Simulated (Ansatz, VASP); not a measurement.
One calculation of Ta, two programs

```
Ta
1.0
     2.65750    0.00000    0.00000
    -1.32875    2.30146    0.00000
     0.00000    0.00000    6.15375
Ta
2
Direct
  0.66667 0.33333 0.75000
  0.33333 0.66667 0.25000
```

Alike in both runs: task single point; functional PBE; k mesh 21 × 21 × 10; occupations gaussian, width 0.15 eV; no spin polarisation.

|  | VASP | Ansatz |
| --- | --- | --- |
| version | VASP 6.6.1 | Ansatz 0.2.0 |
| potentials or method | VASP PAW PBE potentials, release 64 (Ta_pv), cutoff 520 eV | scalar-relativistic, plane waves, PAW |
| valence electrons in the cell | 22 | 26 |

|  | VASP | Ansatz | Ansatz less VASP |
| --- | --- | --- | --- |
| gap on the k mesh at the Fermi level (eV) | none | none | - |
| pressure (GPa) | 15.9 | 15.6 | -0.31 |
| traceless stress, the component that is largest in VASP (GPa) | -43.58 | -43.30 | +0.281 |

A gap of «none» marks a metal or a gap that the smearing closes. VASP's potentials hold 22 valence electrons a cell and Ansatz's 26, so a difference there can come from the potentials and not from the codes.

Neither program's run includes spin-orbit coupling.
